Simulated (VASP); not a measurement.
Fe:

```
CELL_PARAMETERS angstrom
0.00000 1.83950 1.83950
1.83950 0.00000 1.83950
1.83950 1.83950 0.00000
ATOMIC_POSITIONS crystal
Fe 0.00000 0.00000 0.00000
```

Base run:

```yaml
Program: VASP 6.6.1
Functional: PBE
Potentials_or_basis: VASP PAW PBE potentials, release 64 (Fe)
Cutoff: 520 eV
k_mesh: 12 × 12 × 12
Occupations: fermi-dirac, width 0.1 eV
Spin: collinear spin, ferromagnetic start
Starting_moments: "[0.58] μB"
Fixed_moment: 0.58 μB
```

Its results: pressure -32.0 GPa; site moments Fe +0.58 μB.

**Question.** After a change of settings the same cell gave: pressure -11.6 GPa; site moments Fe +2.31 μB. Which change was it?
A. fixed moment from 0.58 μB to 2.3 μB; moments at the start from [0.58] to [2.3]
B. fixed moment from 0.58 μB to 2.88 μB; moments at the start from [0.58] to [2.88]
C. fixed moment from 0.58 μB to 4.6 μB; moments at the start from [0.58] to [4.6]
D. fixed moment from 0.58 μB to 1.73 μB; moments at the start from [0.58] to [1.73]

**Answer.** A.

Caveats: the total moment is fixed, so each spin has its own Fermi level.
